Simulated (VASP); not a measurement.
A run of VASP 6.6.1:

The input INCAR:

```
  ALGO = Normal
  EDIFF = 1E-6
  ENCUT = 400
  GGA = PS
  GGA_COMPAT = F
  ISIF = 2
  ISMEAR = 1
  LASPH = T
  LCHARG = T
  LELF = T
  LREAL = F
  LVHAR = T
  LWAVE = F
  NBANDS = 42
  NELM = 120
  PREC = Accurate
  SIGMA = 0.02
```

Contents of KPOINTS:

```
k-points
0
Gamma
  1 1 2
```

File POSCAR:

```
BaTe
1.0
    8.5249320000      0.0000000000      0.0000000000
    0.0000000000      8.5249320000      0.0000000000
    0.0000000000      0.0000000000      4.2624660000
Ba Te
4 4
Direct
   -0.0000213491      0.0016458782      0.0000940770
   -0.0001133147      0.4994679136      0.0000769508
    0.5006987739      0.0001337254     -0.0002552513
    0.4996269765      0.4994052738      0.0004213523
    0.2511358448      0.2491009899      0.5011251703
    0.2490032765      0.7500621706      0.5001914385
    0.7492998185      0.2511245838      0.5006188906
    0.7496024602      0.7486327164      0.4986360009
```

Potentials or basis: VASP PAW PBE potentials, release 64 (Ba_sv, Te).

Command:

```sh
$ cat potpaw_PBE.64/Ba_sv/POTCAR potpaw_PBE.64/Te/POTCAR > POTCAR
$ mpirun -np 1 vasp_std > vasp.out
```

Hardware: 1 thread of AMD EPYC 9R45 96-Core Processor (Zen 5), on a shared host.

Question: Estimate the wall time of this run.

Answer: Run time: 17 s on 1 thread of AMD EPYC 9R45 96-Core Processor (Zen 5) (shared host), peak memory 0.23 GiB. Counts: scf iterations 12, k points 2.
